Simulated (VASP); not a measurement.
# Al48HO72 (a cell with a defect) in VASP: single point with PBEsol

Aim: the single point of Al48HO72 (a cell with a defect) with PBEsol.

All numbers are computed with VASP 6.6.1; they aren't measurements. Logs are shortened: lines on timing, memory, paths and dates and some standing lists are left out, and cuts for length are marked.

## (1) The cell of the first run

The cell holds a defect, 121 atoms: a = 9.548 Å, b = 9.548 Å, c = 13.014 Å, α = 90.00°, β = 90.00°, γ = 120.00°.

## (2) Single point, PBEsol

INCAR reads:

```
ALGO = Normal ; EDIFF = 1E-6
ENCUT = 520 ; GGA = PS
GGA_COMPAT = False ; ISIF = 2
ISMEAR = -1 ; ISYM = 0
LASPH = True ; LCHARG = False
LREAL = Auto ; LWAVE = False
NBANDS = 354 ; NCORE = 4
NELECT = 576.0 ; NELM = 120
PREC = Accurate ; SIGMA = 0.05
```

KPOINTS reads:

```
Automatic mesh
0
Gamma
  1 1 1
  0.25 0.25 0.25
```

POSCAR reads:

```
Al48HO72
1.0
    9.5478620000      0.0000000000      0.0000000000
   -4.7739310000      8.2686910000      0.0000000000
    0.0000000000      0.0000000000     13.0135760000
Al O H
48 72 1
Direct
    0.3328720000      0.1681470000      0.1853840000
    0.3322670000      0.6690610000      0.1842520000
    0.8338380000      0.1674600000      0.1844510000
    0.8333120000      0.6680400000      0.1850060000
    0.1660240000      0.3337780000      0.0187830000
    0.1668480000      0.8346270000      0.0191090000
[... 113 lines left out ...]
    0.6667790000      0.9869510000      0.9165450000
    0.5386910000      0.4227730000      0.4822210000
```

Potentials or basis: VASP PAW PBE potentials, release 64 (Al, O, H).

The run is started by

```sh
cat potpaw_PBE.64/Al/POTCAR potpaw_PBE.64/O/POTCAR potpaw_PBE.64/H/POTCAR > POTCAR
mpirun -np 4 vasp_std > vasp.out
```

OUTCAR:

```text
EDIFF = 1E-6
   ENCUT = 520
   GGA = PS
   ISIF = 2
   ISMEAR = -1
   ISYM = 0
   LASPH = True
   LREAL = Auto
   NELECT = 576.0
   NELM = 120
   PREC = Accurate

 ion  position               nearest neighbor table
   1  0.333  0.168  0.185-  49 1.86  61 1.87  59 1.87  65 1.97  53 1.97  89 1.97  41 2.66  21 2.80
                            24 2.81  23 2.81   9 3.23  10 3.23  11 3.26
   2  0.332  0.669  0.184-  60 1.86  50 1.86  62 1.87  66 1.95  90 1.97  54 1.98  42 2.65  22 2.79
                            23 2.79  24 2.82  10 3.22  12 3.25   9 3.25
   3  0.834  0.167  0.184-  57 1.86  63 1.86  51 1.86  55 1.96  91 1.96  67 1.97  43 2.65  21 2.79
                            23 2.80  22 2.80  11 3.20  12 3.21   9 3.21
   4  0.833  0.668  0.185-  64 1.86  58 1.86  52 1.88  92 1.97  56 1.97  68 1.97  44 2.65  21 2.80
                            22 2.80  24 2.81  11 3.19  10 3.23  12 3.24
   5  0.166  0.334  0.019-  91 1.86  65 1.86  54 1.86  81 1.97 117 1.97 105 1.97  45 2.65  43 2.80
                            41 2.80  42 2.80  24 3.20  21 3.22  22 3.22
   6  0.167  0.835  0.019-  66 1.86  92 1.86  53 1.87 118 1.97 106 1.98  82 1.98  46 2.65  41 2.79
                            44 2.80  42 2.80  21 3.22  22 3.22  23 3.23
   7  0.667  0.334  0.019-  67 1.86  89 1.86  56 1.86 107 1.97 119 1.97  83 1.98  47 2.65  43 2.80
                            44 2.80  41 2.80  24 3.21  23 3.22  22 3.23
   8  0.667  0.835  0.019-  55 1.86  90 1.86  68 1.86 120 1.97  84 1.97 108 1.98  48 2.65  43 2.79
                            42 2.80  44 2.81  24 3.20  21 3.23  23 3.23
   9  0.165  0.333  0.314-  57 1.85  50 1.86  61 1.87  77 1.97 101 1.98  73 1.98  13 2.66  20 2.76
                            18 2.78  17 2.80   3 3.21   1 3.23   2 3.25
  10  0.166  0.834  0.314-  49 1.86  62 1.86  58 1.86  78 1.97  74 1.98 102 1.98  14 2.67  17 2.79
                            18 2.80  19 2.80   2 3.22   4 3.23   1 3.23
  11  0.674  0.338  0.312-  63 1.82  59 1.85  52 1.85 103 1.94  75 1.99  79 2.19  18 2.76  15 2.76
                            19 2.83  20 2.92   4 3.19   3 3.20   1 3.26
  12  0.668  0.838  0.314-  51 1.85  64 1.86  60 1.87 104 1.95  80 1.98  76 2.00  16 2.67  20 2.74
                            17 2.79  19 2.79   3 3.21   4 3.24   2 3.25
  13  0.166  0.334  0.519-  70 1.86  95 1.86  97 1.87  77 1.97  73 1.98 101 1.99   9 2.66  39 2.78
                            37 2.79  38 2.80  26 3.22  28 3.24  25 3.25
  14  0.164  0.830  0.519-  98 1.86  96 1.87  69 1.87  74 1.95  78 1.98 102 1.99  10 2.67  37 2.75
                            38 2.78  40 2.79  26 3.21  25 3.24  27 3.24
  15  0.676  0.326  0.524-  99 1.78  93 1.85  72 1.88  75 1.91 103 1.99 121 2.02  79 2.18  39 2.71
                            11 2.76  40 2.88  37 2.97  27 3.15  26 3.16  28 3.36
  16  0.665  0.832  0.519-  94 1.86  71 1.86 100 1.87  80 1.97 104 1.98  76 1.99  12 2.67  38 2.79
                            39 2.79  40 2.80  27 3.22  25 3.24  28 3.25
  17  1.000  0.000  0.351-  73 1.86 104 1.86  78 1.87  49 1.96  64 1.97  57 1.97  21 2.65  10 2.79
                            12 2.79   9 2.80  37 3.19  39 3.20  40 3.22
  18  0.001  0.501  0.352-  74 1.85  77 1.86 103 1.89  50 1.96  58 1.97  63 1.97  22 2.66  11 2.76
                             9 2.78  10 2.80  38 3.22  40 3.23  39 3.26
  19  0.499  0.001  0.353- 102 1.86  80 1.86  75 1.87  62 1.97  51 1.97  59 1.97  23 2.66  12 2.79
                            10 2.80  11 2.83  38 3.23  39 3.25  37 3.26
  20  0.496  0.510  0.343- 101 1.86  60 1.86  76 1.87  61 1.91  79 1.93  52 1.95 121 2.12  24 2.59
                            12 2.74   9 2.76  11 2.92  38 3.21  40 3.31
  21  1.000  0.001  0.147-  65 1.86  92 1.86  55 1.86  57 1.98  49 1.98  64 1.98  17 2.65   3 2.79
                             4 2.80   1 2.80   6 3.22   5 3.22   8 3.23
  22  0.000  0.501  0.147-  66 1.86  56 1.86  91 1.86  63 1.97  50 1.98  58 1.98  18 2.66   2 2.79
                             3 2.80   4 2.80   6 3.22   5 3.22   7 3.23
  23  0.500  0.001  0.148-  53 1.85  67 1.85  90 1.86  51 1.97  62 1.97  59 2.04  19 2.66   2 2.79
                             3 2.80   1 2.81   7 3.22   6 3.23   8 3.23
  24  0.500  0.501  0.144-  89 1.84  54 1.84  68 1.84  61 2.00  52 2.01  60 2.01  20 2.59   1 2.81
[... 11 lines left out ...]
  30  1.000  0.500  0.853- 117 1.86 107 1.86  82 1.86  85 1.98 114 1.98 112 2.00  26 2.64  45 2.80
                            46 2.80  47 2.80  43 3.22  42 3.22  44 3.22
  31  0.500  0.000  0.853- 120 1.86 106 1.86  83 1.86 109 1.98  88 1.98 115 1.98  27 2.65  47 2.79
                            46 2.80  48 2.80  42 3.22  43 3.22  41 3.23
  32  0.500  0.500  0.854- 119 1.85 105 1.85  84 1.86  87 1.98 110 1.99 116 1.99  28 2.63  48 2.80
                            47 2.80  45 2.80  41 3.21  44 3.22  42 3.22
  33  0.333  0.166  0.688- 109 1.85 113 1.85  87 1.85  97 1.99  69 2.00  93 2.00  37 2.64  28 2.80
                            27 2.81  25 2.81  46 3.21  47 3.22  45 3.22
  34  0.333  0.667  0.686-  88 1.86 114 1.86 110 1.86  98 1.97  70 1.98  94 1.98  38 2.66  28 2.77
                            26 2.78  27 2.79  48 3.23  46 3.23  45 3.23
  35  0.834  0.166  0.687- 111 1.85  85 1.86 115 1.86  99 1.95  95 1.99  71 1.99  39 2.67  25 2.79
                            26 2.81  27 2.81  45 3.22  48 3.22  47 3.23
  36  0.834  0.668  0.686-  86 1.85 112 1.85 116 1.85 100 1.96  96 1.97  72 2.10  40 2.68  25 2.78
                            26 2.81  28 2.82  46 3.22  48 3.22  47 3.23
  37  0.323  0.158  0.486- 102 1.84  73 1.85  69 1.90  79 1.93  97 1.97  93 1.98  33 2.64  14 2.75
                            13 2.79  15 2.97  17 3.19  19 3.26
  38  0.333  0.667  0.482- 101 1.86  74 1.86  80 1.87  98 1.97  70 1.97  94 1.97  34 2.66  14 2.78
                            16 2.79  13 2.80  20 3.21  18 3.22  19 3.23
[... 239 lines left out ...]
                 4           4
                 5           5
                 6           6
[... 97 lines left out ...]
               104         104
               105         105
   k-points           NKPTS =      6   k-points in BZ     NKDIM =      6   number of bands    NBANDS=    354
   number of dos      NEDOS =    301   number of ions     NIONS =    121
   total plane-waves  NPLWV = 508032
   dimension x,y,z NGX =    72 NGY =   72 NGZ =   98
   dimension x,y,z NGXF=   144 NGYF=  144 NGZF=  196
   ions per type =              48  72   1
   NGX,Y,Z   is equivalent  to a cutoff of  12.54, 12.54, 12.52 a.u.
   NGXF,Y,Z  is equivalent  to a cutoff of  25.07, 25.07, 25.04 a.u.
 SYSTEM =  unknown system
   PREC   = accura    normal or accurate (medium, high low for compatibility)
   ISTART =      0    job   : 0-new  1-cont  2-samecut
   ICHARG =      2    charge: 1-file 2-atom 10-const
   ISPIN  =      1    spin polarized calculation?
   LNONCOLLINEAR =      F non collinear calculations
   LSORBIT =      F    spin-orbit coupling
   LASPH  =      T    aspherical Exc in radial PAW
   ENCUT  =  520.0 eV  38.22 Ry    6.18 a.u.  17.75 17.75 24.20*2*pi/ulx,y,z
   NELM   =    120;   NELMIN=  2; NELMDL= -5     # of ELM steps
   EDIFF  = 0.1E-05   stopping-criterion for ELM
   LREAL  =      T    real-space projection
   EDIFFG = 0.1E-04   stopping-criterion for IOM
   NSW    =      0    number of steps for IOM
   IBRION =     -1    ionic relax: 0-MD 1-quasi-New 2-CG
   NFREE  =      0    steps in history (QN), initial steepest desc. (CG)
   ISIF   =      2    stress and relaxation
   ISYM   =      0    0-nonsym 1-usesym 2-fastsym
   POTIM  = 0.5000    time-step for ionic-motion
   TEBEG  =    0.0;   TEEND  =   0.0 temperature during run
   PSTRESS=    0.0 pullay stress
   NELECT =     576.0000    total number of electrons
   NUPDOWN=      -1.0000    fix difference up-down
   EMIN   =  10.00;   EMAX   =-10.00  energy-range for DOS
   EFERMI =   0.00;   METHOD = LEGACY
   ISMEAR =    -1;   SIGMA  =   0.05  broadening in eV -4-tet -1-fermi 0-gaus
   EFERMI_NEDOS =   21; number of points for ismear=-14 and -15
   IALGO  =     38    algorithm
   IMIX   =      4    mixing-type and parameters
     AMIX     =   0.40;   BMIX     =  1.00
     AMIX_MAG =   1.60;   BMIX_MAG =  1.00
  volume/ion in A,a.u.               =       8.49        57.30
  Fermi-wavevector in a.u.,A,eV,Ry     =   1.349903  2.550946 24.793045  1.822237
  Thomas-Fermi vector in A             =   2.477451
   LORBIT       =      0    0 simple, 1 ext, 2 COOP (PROOUT), +10 PAW based schemes
   GGA     = PS    functional components
   LHFCALC =     F    Hartree Fock is set to
   AEXX    =    0.0000 exact exchange contribution
   IVDW    =     0    specifies the selected vdW correction
   LEPSILON=     F    determine dielectric tensor
   LRPA    =     F    only Hartree local field effects (RPA)
 non-spin polarized calculation
  energy-cutoff  :      520.00
  volume of cell :     1027.40
 maximum number of plane-waves:     27659
 NGX is ok and might be reduce to    72
   NGX = 35   NGY = 35   NGZ = 49

 number of electron     575.9999922 magnetization

 Free energy of the ion-electron system (eV)
  ---------------------------------------------------
  ext. energy  EPLUGINS =         0.00000000
  ---------------------------------------------------
  free energy    TOTEN  =      -954.94032820 eV

  energy without entropy =     -954.94032820  energy(sigma->0) =     -954.94032820

 E-fermi :   7.1633     XC(G=0): -11.9060

 val. band max:        5.9298105991   @ k =   0.2500   0.2500   0.2500
 cond. band min:      12.9360475507   @ k =   0.5000   0.2500   0.2500
 fundamental gap:      7.0062369515
 Fermi energy:         7.1632606786

 k-point     1 :       0.2500    0.2500    0.2500
  band No.  band energies     occupation
      1     -13.9295      2.00000
      2     -12.8789      2.00000
      3     -12.6973      2.00000
      4     -12.6573      2.00000
      5     -12.5484      2.00000
      6     -12.4356      2.00000
[... 1807 lines left out ...]
    299      15.1227      0.00000
    300      15.1646      0.00000
 [bands above 300 left out]

------------------------ aborting loop because EDIFF is reached ----------------------------------------

  FORCE on cell =-STRESS in cart. coord.  units (eV):
  Direction    XX          YY          ZZ          XY          YZ          ZX
  --------------------------------------------------------------------------------------
  -------------------------------------------------------------------------------------
  Total       -4.5567523     -8.3829525     -6.6298991     -0.6762094     -2.1244608      1.0061749
  in kB       -7.1060204    -13.0727827    -10.3389862     -1.0545137     -3.3129872      1.5690779
  external PRESSURE =     -10.1725964 kB  Pullay stress =       0.0000000 kB

 VOLUME and BASIS-vectors are now :
 -----------------------------------------------------------------------------
  energy-cutoff  :      520.00
  volume of cell :     1027.40
      direct lattice vectors                 reciprocal lattice vectors
     9.547862000  0.000000000  0.000000000     0.104735489  0.060469063  0.000000000
    -4.773931000  8.268691000  0.000000000     0.000000000  0.120938127  0.000000000
     0.000000000  0.000000000 13.013576000     0.000000000  0.000000000  0.076842829

 POSITION                                       TOTAL-FORCE (eV/Angst)
 -----------------------------------------------------------------------------------
      2.37549      1.39036      2.41251        -0.001008      0.004290      0.005289
     -0.02161      5.53226      2.39778        -0.002320      0.002998     -0.002122
      7.16193      1.38467      2.40037        -0.005064      0.003762      0.004065
      4.76717      5.52382      2.40759        -0.005386      0.000303     -0.004620
     -0.00826      2.75991      0.24443        -0.003570      0.004643     -0.005086
     -2.39141      6.90127      0.24868        -0.000933      0.004714     -0.005705
[... 113 lines left out ...]
      1.65468      8.16079     11.92753         0.001742     -0.003110      0.003000
      3.12506      3.49578      6.27542        -0.000240      0.065457      0.079985
 -----------------------------------------------------------------------------------
    total drift:                                0.031007     -0.011260     -0.012423

  FREE ENERGIE OF THE ION-ELECTRON SYSTEM (eV)
  ---------------------------------------------------
  free  energy   TOTEN  =      -954.9403282036 eV

  energy  without entropy=     -954.9403282036  energy(sigma->0) =     -954.94032820
```

Run time: 21 min. Hardware: 4 MPI ranks of Intel Xeon Platinum 8375C at 2.90GHz (Ice Lake), shared host; peak memory 0.58 GiB.

What came out:

* Free energy: -954.9403 eV
* Largest force: 0.103 eV/Å

Forces in eV/Å, atoms in the order of the input:
```
Al  -0.001  0.004  0.005
Al  -0.002  0.003 -0.002
Al  -0.005  0.004  0.004
Al  -0.005  0.000 -0.005
Al  -0.004  0.005 -0.005
Al  -0.001  0.005 -0.006
Al  -0.003  0.004 -0.003
Al  -0.003  0.004 -0.005
Al   0.000 -0.005  0.002
Al   0.003  0.001  0.005
Al  -0.021 -0.012  0.017
Al  -0.003 -0.001  0.002
Al  -0.009 -0.001  0.000
Al  -0.006  0.003  0.000
Al  -0.017  0.000 -0.010
Al  -0.006  0.007  0.000
Al   0.001  0.004  0.003
Al  -0.002 -0.004 -0.003
Al  -0.006  0.010  0.003
Al   0.007 -0.015 -0.006
Al   0.003 -0.001  0.001
Al   0.002 -0.002  0.003
Al   0.002 -0.001  0.005
Al   0.001  0.002  0.008
Al   0.004 -0.006  0.002
Al   0.002 -0.004  0.003
Al   0.001 -0.003  0.003
Al  -0.003 -0.004  0.004
Al  -0.002 -0.003 -0.007
Al  -0.003 -0.001 -0.007
Al  -0.002 -0.002 -0.005
Al  -0.004  0.001 -0.005
Al  -0.002 -0.002  0.000
Al  -0.003  0.003  0.002
Al   0.000  0.006 -0.002
Al   0.002  0.008  0.003
Al   0.015  0.011 -0.014
Al  -0.005  0.006  0.005
Al   0.003  0.001  0.003
Al   0.004  0.010  0.007
Al   0.001 -0.002 -0.001
Al  -0.001 -0.003  0.002
Al   0.000 -0.002  0.000
Al   0.001 -0.001  0.000
Al   0.004  0.002 -0.002
Al   0.003  0.000 -0.005
Al   0.004  0.001  0.001
Al   0.003 -0.001  0.002
O   -0.007  0.000 -0.004
O   -0.001  0.001 -0.001
O   -0.003 -0.001 -0.005
O   -0.002  0.006 -0.004
O   -0.002 -0.001 -0.003
O   -0.004  0.004 -0.001
O   -0.001  0.003  0.000
O   -0.001  0.002 -0.001
O   -0.001 -0.005  0.003
O    0.003 -0.003  0.004
O    0.000 -0.012 -0.009
O   -0.005  0.006 -0.004
O    0.003  0.004 -0.006
O    0.008 -0.002 -0.004
O    0.012  0.004 -0.004
O    0.003  0.004 -0.001
O    0.003 -0.001  0.003
O    0.003 -0.001  0.004
O    0.008 -0.003 -0.001
O    0.005  0.001  0.005
O    0.000  0.004  0.005
O    0.008  0.007 -0.003
O    0.003  0.008  0.004
O    0.000 -0.004 -0.008
O   -0.009  0.008 -0.008
O   -0.003  0.003 -0.007
O    0.006 -0.003 -0.004
O   -0.002  0.001 -0.001
O    0.004  0.001  0.000
O    0.002  0.001 -0.001
O    0.007 -0.048 -0.057
O    0.007 -0.006  0.001
O    0.004  0.005 -0.001
O    0.003  0.007  0.000
O    0.003  0.006 -0.001
O    0.003  0.006  0.001
O   -0.003  0.003  0.001
O   -0.001  0.005  0.000
O    0.000  0.005 -0.001
O   -0.001  0.005 -0.002
O   -0.002 -0.009  0.000
O   -0.002 -0.007  0.001
O   -0.003 -0.007  0.003
O   -0.003 -0.006  0.002
O   -0.007  0.004  0.004
O    0.002 -0.005 -0.007
O   -0.001  0.003 -0.005
O   -0.003 -0.002 -0.006
O    0.007  0.005  0.004
O    0.005 -0.004  0.003
O    0.018 -0.003  0.013
O    0.001 -0.004 -0.001
O    0.000 -0.006  0.003
O    0.002 -0.016 -0.006
O   -0.007  0.003  0.008
O   -0.001 -0.009 -0.003
O   -0.004 -0.001 -0.003
O   -0.004  0.000 -0.003
O   -0.004 -0.002 -0.002
O   -0.003 -0.002 -0.002
O    0.007 -0.001  0.003
O    0.002 -0.003  0.004
O    0.003 -0.005  0.003
O    0.006 -0.003  0.005
O   -0.006 -0.003  0.003
O   -0.006 -0.003  0.000
O   -0.006 -0.005 -0.001
O   -0.004 -0.007 -0.005
O    0.004 -0.005  0.003
O    0.003 -0.003  0.002
O    0.003 -0.004  0.003
O    0.002 -0.003  0.003
H    0.000  0.065  0.080
```

Caveat: the cell carries a net charge on a neutralising background, which shifts energy and pressure; the cell is charged against a uniform background, so pressure and absolute levels hang on convention; the PAW data sets were made with another functional, which shifts forces and pressure a little.
